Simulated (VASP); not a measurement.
Input of a VASP 6.6.1 run:

The input INCAR:

```
PREC     = Accurate       # precision mode
ENCUT    = 520            # plane-wave cutoff, eV
EDIFF    = 1E-6           # SCF threshold, eV
ISMEAR   = -1             # smearing method
SIGMA    = 0.05           # smearing width, eV
LREAL    = False          # projectors in reciprocal space
LASPH    = True           # aspherical terms in the spheres
NELM     = 150            # most SCF steps
ALGO     = Normal         # electronic algorithm
ISIF     = 2              # what is computed and relaxed
LWAVE    = False          # write WAVECAR
LCHARG   = True           # write CHGCAR
ISPIN    = 2              # spin polarisation
MAGMOM   = 2.5 2.5        # initial moments
LORBIT   = 11             # projections on sites
LMAXMIX  = 4              # l up to which the mixer works
GGA      = PE             # functional
LELF     = True           # ELF
LVHAR    = True         
NBANDS   = 19             # bands
```

KPOINTS

```
regular mesh
0
Gamma
  18 18 18
```

File POSCAR:

```
Fe
1.0
   -2.1836223467      2.1836223467      1.1768400888
    2.1836223467     -2.1836223467      1.1768400888
    2.1836223467      2.1836223467     -1.1768400888
Fe
2
Direct
   -0.3750000000     -0.1250000000     -0.2500000000
    0.3750000000      0.1250000000      0.2500000000
```

Potentials or basis: VASP PAW PBE potentials, release 64 (Fe).

Run with:

```bash
$ cat potpaw_PBE.64/Fe/POTCAR > POTCAR
$ mpirun -np 1 vasp_std > vasp.out
```

Question: Predict the band gap on the k mesh.

Answer: Zero (filled and empty bands overlap).

Question: Predict the pressure.

Answer: 18.4 GPa.

Question: Estimate the net moment.

Answer: 4.02 μB per cell.

Question: Estimate the site moments.

Answer: Fe +1.99 μB.

Stress tensor (GPa, compression positive):
```
18.36  0.00  0.00
 0.00 18.36  0.00
 0.00  0.00 18.53
```

Caveat: the cell stands under pressure.
